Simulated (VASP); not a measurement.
# Au in VASP: single point with PBE

Aim: the single point of Au with PBE.

Program: VASP 6.6.1. These are calculated values, not measurements. Logs are shortened: lines on timing, memory, paths and dates and some standing lists are left out, and cuts for length are marked.

### 1 The cell of the first run

The cell holds a slab with vacuum, 12 atoms: a = 5.243 Å, b = 5.574 Å, c = 28.900 Å, α = 90.00°, β = 90.00°, γ = 90.00°.

### 2 Single point, PBE

Input file INCAR:

```
SYSTEM = Au
ALGO = Fast
DIPOL = 0.5 0.5 0.650
EDIFF = 1E-6
ENCUT = 520
GGA = PE
IDIPOL = 3
ISIF = 2
ISMEAR = 0
KPAR = 4
LASPH = .TRUE.
LCHARG = .FALSE.
LDIPOL = .TRUE.
LREAL = .FALSE.
LWAVE = .FALSE.
NBANDS = 78
NELM = 60
PREC = Accurate
SIGMA = 0.1
```

Input file KPOINTS:

```
k-points
0
G
  7 6 1
  0 0 0
```

Input file POSCAR:

```
Au
1.0
    5.2430304496      0.0000000000      0.0000000000
    0.0000000000      5.5744824363      0.0000000000
    0.0000000000      0.0000000000     28.9001409473
Au
12
Direct
    0.4230022223      0.6769049798      0.5527129337
    0.9207403141      0.8678834135      0.5785877532
    0.3622518765      0.1892797141      0.5727250059
    0.8973216118      0.4099341135      0.5410062925
    0.1752176443      0.6501676518      0.6543070529
    0.5918157317      0.9741261038      0.6544421288
    0.0872108130      0.1573754199      0.6572208699
    0.6732643375      0.4740218528      0.6337411109
    0.7936832057      0.6505314330      0.7305871788
    0.3001506781      0.9029642444      0.7406620688
    0.7983851728      0.1528405137      0.7421306383
    0.3051365192      0.4004909196      0.7383862915
```

Potentials or basis: VASP PAW PBE potentials, release 64 (Au).

Command:

```sh
> cat potpaw_PBE.64/Au/POTCAR > POTCAR
> mpirun -np 4 vasp_std > vasp.out
```

OUTCAR:

```text
SYSTEM = Au
   EDIFF = 1E-6
   ENCUT = 520
   GGA = PE
   ISIF = 2
   ISMEAR = 0
   LASPH = .TRUE.
   LREAL = .FALSE.
   NELM = 60
   PREC = Accurate

 ion  position               nearest neighbor table
   1  0.423  0.677  0.553-   3 2.80   8 2.91   2 2.92   4 2.92   3 2.93   2 2.94   4 3.15   5 3.21
                             6 3.49
   2  0.921  0.868  0.579-   4 2.78   5 2.84   6 2.85   1 2.92   7 2.92   3 2.93   1 2.94   8 3.01
                             4 3.21   3 3.44
   3  0.362  0.189  0.573-   1 2.80   7 2.84   8 2.88   4 2.88   6 2.91   1 2.93   2 2.93   4 3.20
                             2 3.44
   4  0.897  0.410  0.541-   2 2.78   3 2.88   1 2.92   8 2.95   1 3.15   3 3.20   2 3.21
   5  0.175  0.650  0.654-   7 2.79   6 2.83   2 2.84   8 2.85   7 2.87   8 2.87  12 2.88  10 2.94
                             9 2.98   1 3.21   6 3.55
   6  0.592  0.974  0.654-   7 2.79   5 2.83   7 2.84   2 2.85   8 2.88   8 2.88   3 2.91  11 2.93
                            10 2.95   9 3.04   1 3.49   5 3.55
   7  0.087  0.157  0.657-   5 2.79   6 2.79   6 2.84   3 2.84   5 2.87   8 2.88  11 2.88   2 2.92
                            12 2.94  10 3.01
   8  0.673  0.474  0.634-   5 2.85   5 2.87   7 2.88   3 2.88   6 2.88   6 2.88   1 2.91   4 2.95
                             2 3.01   9 3.03
   9  0.794  0.651  0.731-  11 2.79  11 2.82  12 2.92  10 2.96   5 2.98  10 3.02  12 3.03   8 3.03
                             6 3.04
  10  0.300  0.903  0.741-  12 2.77  12 2.80   5 2.94   6 2.95   9 2.96  11 2.96  11 2.98   7 3.01
                             9 3.02
  11  0.798  0.153  0.742-   9 2.79   9 2.82   7 2.88   6 2.93  12 2.93  10 2.96  10 2.98  12 3.00

  12  0.305  0.400  0.738-  10 2.77  10 2.80   5 2.88   9 2.92  11 2.93   7 2.94  11 3.00   9 3.03

  LATTYP: Found a simple orthorhombic cell.
 ALAT       =     5.2430304496
 B/A-ratio  =     1.0632176353
 C/A-ratio  =     5.5121062571

  Lattice vectors:

 A1 = (   5.2430304496,   0.0000000000,   0.0000000000)
 A2 = (   0.0000000000,   5.5744824363,   0.0000000000)
 A3 = (   0.0000000000,   0.0000000000,  28.9001409473)

Analysis of symmetry for initial positions (statically):
=====================================================================
 Subroutine PRICEL returns:
 Original cell was already a primitive cell.

 Routine SETGRP: Setting up the symmetry group for a
 simple orthorhombic supercell.

 Subroutine GETGRP returns: Found  1 space group operations
 (whereof  1 operations were pure point group operations)
 out of a pool of  8 trial point group operations.

The static configuration has the point symmetry C_1 .

Analysis of symmetry for dynamics (positions and initial velocities):
=====================================================================
 Subroutine PRICEL returns:
 Original cell was already a primitive cell.

 Routine SETGRP: Setting up the symmetry group for a
 simple orthorhombic supercell.

 Subroutine GETGRP returns: Found  1 space group operations
 (whereof  1 operations were pure point group operations)
 out of a pool of  8 trial point group operations.

The dynamic configuration has the point symmetry C_1 .

 Subroutine INISYM returns: Found  1 space group operations
 (whereof  1 operations are pure point group operations),
 and found     1 'primitive' translations

----------------------------------------------------------------------------------------

                                     Primitive cell

  volume of cell :     844.6697

  direct lattice vectors                    reciprocal lattice vectors
     5.243030450  0.000000000  0.000000000     0.190729390  0.000000000  0.000000000
     0.000000000  5.574482436  0.000000000     0.000000000  0.179388851  0.000000000
     0.000000000  0.000000000 28.900140947     0.000000000  0.000000000  0.034601907

  length of vectors
     5.243030450  5.574482436 28.900140947     0.190729390  0.179388851  0.034601907

  position of ions in fractional coordinates (direct lattice)
     0.423002222  0.676904980  0.552712934
     0.920740314  0.867883414  0.578587753
     0.362251876  0.189279714  0.572725006
     0.897321612  0.409934114  0.541006293
     0.175217644  0.650167652  0.654307053
     0.591815732  0.974126104  0.654442129
     0.087210813  0.157375420  0.657220870
     0.673264338  0.474021853  0.633741111
     0.793683206  0.650531433  0.730587179
     0.300150678  0.902964244  0.740662069
     0.798385173  0.152840514  0.742130638
     0.305136519  0.400490920  0.738386291

  ion indices of the primitive-cell ions
   primitive index   ion index
                 1           1
                 2           2
                 3           3
                 4           4
                 5           5
                 6           6
                 7           7
                 8           8
                 9           9
                10          10
                11          11
                12          12

----------------------------------------------------------------------------------------

 KPOINTS: k-points

Automatic generation of k-mesh.
 Grid dimensions read from file:
 generate k-points for:    7    6    1

 Generating k-lattice:

  Cartesian coordinates                     Fractional coordinates (reciprocal lattice)
     0.027247056  0.000000000  0.000000000     0.142857143  0.000000000  0.000000000
     0.000000000  0.029898142  0.000000000     0.000000000  0.166666667  0.000000000
     0.000000000  0.000000000  0.034601907     0.000000000  0.000000000  1.000000000

  Length of vectors
     0.027247056  0.029898142  0.034601907

  Shift w.r.t. Gamma in fractional coordinates (k-lattice)
     0.000000000  0.000000000  0.000000000

 Subroutine IBZKPT returns following result:
 ===========================================

 Found     22 irreducible k-points:

 Following reciprocal coordinates:
            Coordinates               Weight
  0.000000  0.000000  0.000000      1.000000
  0.142857  0.000000  0.000000      2.000000
  0.285714  0.000000  0.000000      2.000000
  0.428571  0.000000  0.000000      2.000000
  0.000000  0.166667  0.000000      2.000000
  0.142857  0.166667  0.000000      2.000000
[... 14 lines left out ...]
  0.285714  0.500000  0.000000      2.000000
  0.428571  0.500000  0.000000      2.000000
   k-points           NKPTS =     22   k-points in BZ     NKDIM =     22   number of bands    NBANDS=     78
   number of dos      NEDOS =    301   number of ions     NIONS =     12
   total plane-waves  NPLWV = 362880
   dimension x,y,z NGX =    40 NGY =   42 NGZ =  216
   dimension x,y,z NGXF=    80 NGYF=   84 NGZF=  432
   ions per type =              12
   NGX,Y,Z   is equivalent  to a cutoff of  12.68, 12.53, 12.43 a.u.
   NGXF,Y,Z  is equivalent  to a cutoff of  25.37, 25.05, 24.85 a.u.
 SYSTEM =  Au
   PREC   = accura    normal or accurate (medium, high low for compatibility)
   ISTART =      0    job   : 0-new  1-cont  2-samecut
   ICHARG =      2    charge: 1-file 2-atom 10-const
   ISPIN  =      1    spin polarized calculation?
   LNONCOLLINEAR =      F non collinear calculations
   LSORBIT =      F    spin-orbit coupling
   LASPH  =      T    aspherical Exc in radial PAW
   ENCUT  =  520.0 eV  38.22 Ry    6.18 a.u.   9.75 10.36 53.74*2*pi/ulx,y,z
   NELM   =     60;   NELMIN=  2; NELMDL= -5     # of ELM steps
   EDIFF  = 0.1E-05   stopping-criterion for ELM
   LREAL  =      F    real-space projection
   EDIFFG = 0.1E-04   stopping-criterion for IOM
   NSW    =      0    number of steps for IOM
   IBRION =     -1    ionic relax: 0-MD 1-quasi-New 2-CG
   NFREE  =      0    steps in history (QN), initial steepest desc. (CG)
   ISIF   =      2    stress and relaxation
   ISYM   =      2    0-nonsym 1-usesym 2-fastsym
   POTIM  = 0.5000    time-step for ionic-motion
   TEBEG  =    0.0;   TEEND  =   0.0 temperature during run
   PSTRESS=    0.0 pullay stress
   NELECT =     132.0000    total number of electrons
   NUPDOWN=      -1.0000    fix difference up-down
   EMIN   =  10.00;   EMAX   =-10.00  energy-range for DOS
   EFERMI =   0.00;   METHOD = LEGACY
   ISMEAR =     0;   SIGMA  =   0.10  broadening in eV -4-tet -1-fermi 0-gaus
   EFERMI_NEDOS =   21; number of points for ismear=-14 and -15
   IALGO  =     68    algorithm
   IMIX   =      4    mixing-type and parameters
     AMIX     =   0.40;   BMIX     =  1.00
     AMIX_MAG =   1.60;   BMIX_MAG =  1.00
  volume/ion in A,a.u.               =      70.39       475.01
  Fermi-wavevector in a.u.,A,eV,Ry     =   0.881801  1.666362 10.579519  0.777573
  Thomas-Fermi vector in A             =   2.002346
   LORBIT       =      0    0 simple, 1 ext, 2 COOP (PROOUT), +10 PAW based schemes
   GGA     = PE    functional components
   LHFCALC =     F    Hartree Fock is set to
   AEXX    =    0.0000 exact exchange contribution
   IVDW    =     0    specifies the selected vdW correction
   LEPSILON=     F    determine dielectric tensor
   LRPA    =     F    only Hartree local field effects (RPA)
 non-spin polarized calculation
 RMM-DIIS sequential band-by-band and
 Gauss-broadening in eV      SIGMA  =   0.10
  energy-cutoff  :      520.00
  volume of cell :      844.67
 maximum number of plane-waves:     22785
 NGX is ok and might be reduce to    40
   NGX = 19   NGY = 21   NGZ =107

 dipolmoment           0.000000      0.000000     -0.311842 electrons x Angstroem

 number of electron     132.0000006 magnetization

 dipolmoment           0.000000      0.000000      0.004738 electrons x Angstroem

 Free energy of the ion-electron system (eV)
  ---------------------------------------------------
  ext. energy  EPLUGINS =         0.00000000
  ---------------------------------------------------
  free energy    TOTEN  =       -35.36298900 eV

  energy without entropy =      -35.34309110  energy(sigma->0) =      -35.35304005

 E-fermi :  -1.7584     XC(G=0):  -3.7843

 val. band max:       -1.8024727436   @ k =   0.4286   0.3333   0.0000
 cond. band min:      -1.6865416865   @ k =   0.2857   0.5000   0.0000
 fundamental gap:      0.1159310571
 Fermi energy:        -1.7584357084

 k-point     1 :       0.0000    0.0000    0.0000
  band No.  band energies     occupation
      1     -10.0313      2.00000
      2      -8.6388      2.00000
      3      -8.0628      2.00000
      4      -7.7269      2.00000
      5      -7.6971      2.00000
      6      -7.3340      2.00000
[... 70 lines left out ...]
     77       3.3022      0.00000
     78       3.4925      0.00000

 k-point     2 :       0.1429    0.0000    0.0000
  band No.  band energies     occupation
      1      -9.8941      2.00000
      2      -8.5157      2.00000
      3      -7.9949      2.00000
      4      -7.7383      2.00000
      5      -7.6891      2.00000
      6      -7.5532      2.00000
[... 70 lines left out ...]
     77       3.2797      0.00000
     78       3.5653      0.00000
[... 1537 lines left out ...]
     77       4.2222      0.00000
     78       4.3450      0.00000

 k-point    22 :       0.4286    0.5000    0.0000
  band No.  band energies     occupation
      1      -8.0795      2.00000
      2      -7.9464      2.00000
      3      -7.7270      2.00000
      4      -7.5245      2.00000
      5      -7.3397      2.00000
      6      -7.2796      2.00000
[... 70 lines left out ...]
     77       4.2809      0.00000
     78       4.5294      0.00000

------------------------ aborting loop because EDIFF is reached ----------------------------------------

 vacuum level on the upper side and lower side of the slab       (xc-potential included)        -0.112        -0.146

  FORCE on cell =-STRESS in cart. coord.  units (eV):
  Direction    XX          YY          ZZ          XY          YZ          ZX
  --------------------------------------------------------------------------------------
  -------------------------------------------------------------------------------------
  Total      -10.5308834     -5.9766210     -1.2179450      0.2994410      0.1332411      0.3349982
  in kB      -19.9750784    -11.3365108     -2.3102095      0.5679826      0.2527331      0.6354277
  external PRESSURE =     -11.2072662 kB  Pullay stress =       0.0000000 kB

 VOLUME and BASIS-vectors are now :
 -----------------------------------------------------------------------------
  energy-cutoff  :      520.00
  volume of cell :      844.67
      direct lattice vectors                 reciprocal lattice vectors
     5.243030450  0.000000000  0.000000000     0.190729390  0.000000000  0.000000000
     0.000000000  5.574482436  0.000000000     0.000000000  0.179388851  0.000000000
     0.000000000  0.000000000 28.900140947     0.000000000  0.000000000  0.034601907

 POSITION                                       TOTAL-FORCE (eV/Angst)
 -----------------------------------------------------------------------------------
      2.21781      3.77339     15.97348        -0.163000      0.126374      0.244491
      4.82747      4.83800     16.72127         0.110923      0.423018     -0.373863
      1.89930      1.05514     16.55183         0.005548     -0.241700     -0.321573
      4.70468      2.28517     15.63516        -0.017665     -0.231997      0.534219
      0.91867      3.62435     18.90957        -0.103126     -0.002300     -0.030634
      3.10291      5.43025     18.91347         0.020557     -0.014108     -0.024923
      0.45725      0.87729     18.99378         0.070623      0.030004     -0.055842
      3.52995      2.64243     18.31521         0.045832     -0.104417      0.074212
      4.16131      3.62638     21.11407        -0.001038      0.002666     -0.015751
      1.57370      5.03356     21.40524         0.016974     -0.031394      0.014776
      4.18596      0.85201     21.44768        -0.003404      0.025180     -0.029161
      1.59984      2.23253     21.33947         0.017775      0.018674     -0.015952
 -----------------------------------------------------------------------------------
    total drift:                                0.000138      0.001215     -0.000034

  FREE ENERGIE OF THE ION-ELECTRON SYSTEM (eV)
  ---------------------------------------------------
  free  energy   TOTEN  =       -35.3629890033 eV

  energy  without entropy=      -35.3430910991  energy(sigma->0) =      -35.35304005

 vacuum level on the upper side and lower side of the slab         3.372         3.337
```

Run time: 19 min. Hardware: 4 MPI ranks of Oxide Virtual Turin-like, shared host; peak memory 1.3 GiB.

What came out:

| Property | Result |
| --- | --- |
| Free energy | -35.3630 eV |
| Largest force | 0.583 eV/Å |
| Band gap on the k mesh | zero (bands 66 and 67 overlap by 1.29 eV) |

Forces on the atoms (eV/Å):
```
Au  -0.163  0.126  0.244
Au   0.111  0.423 -0.374
Au   0.006 -0.242 -0.322
Au  -0.018 -0.232  0.534
Au  -0.103 -0.002 -0.031
Au   0.021 -0.014 -0.025
Au   0.071  0.030 -0.056
Au   0.046 -0.104  0.074
Au  -0.001  0.003 -0.016
Au   0.017 -0.031  0.015
Au  -0.003  0.025 -0.029
Au   0.018  0.019 -0.016
```

Levels at points of the mesh, in eV from the Fermi level:
| k point | band 63 | band 64 | band 65 | band 66 | band 67 | band 68 | band 69 | band 70 |
| --- | --- | --- | --- | --- | --- | --- | --- | --- |
| (0.00, 0.00, 0.00) | -1.43 | 0.20 | 0.34 | 0.58 | 0.72 | 1.13 | 1.26 | 1.81 |
| (0.00, 0.50, 0.00) | -1.71 | -1.66 | -0.39 | -0.33 | 1.77 | 1.88 | 2.33 | 2.50 |

Caveat: spin-orbit coupling is left out, which moves the levels of the heavy elements.

The gap in the log of VASP goes by the Fermi energy; the results here count the filled bands.